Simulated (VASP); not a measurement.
SnO2:

```
Sn O
1.0
     0.00000    2.53347    2.53347
     2.53347    0.00000    2.53347
     2.53347    2.53347    0.00000
Sn O
1 2
Direct
  0.00000 0.00000 0.00000
  0.25000 0.25000 0.25000
  0.75000 0.75000 0.75000
```

Base run:

```yaml
Program: VASP 6.6.1
Functional: r2SCAN
Potentials_or_basis: VASP PAW PBE potentials, release 64 (Sn_d, O_h)
Cutoff: 910 eV
k_mesh: 8 × 8 × 8
Occupations: gaussian, width 0.01 eV
Spin: no spin polarisation
```

Its results: band gap on the k mesh 0.86 eV, indirect (least direct gap 2.29 eV); pressure 1.0 GPa.

**Question.** The run is repeated on the same cell with these changes: functional from r2SCAN to LDA; potentials or basis from VASP PAW PBE potentials, release 64 (Sn_d, O_h) to VASP PAW LDA potentials, release 64 (Sn_d, O); cutoff from 910 eV to 520 eV. What comes out?

**Answer.** Band gap on the k mesh 0.21 eV, indirect (least direct gap 1.64 eV); pressure -2.6 GPa.

Caveats: spin-orbit coupling is left out, which moves the levels of the heavy elements; the cutoff is under 1.25 times the usual one of these potentials, so pressure, stress and relaxed cells hold a basis-set (Pulay) error (some runs); the PAW data sets were made with another functional, which shifts forces and pressure a little (some runs).

A k mesh can miss the band edges.
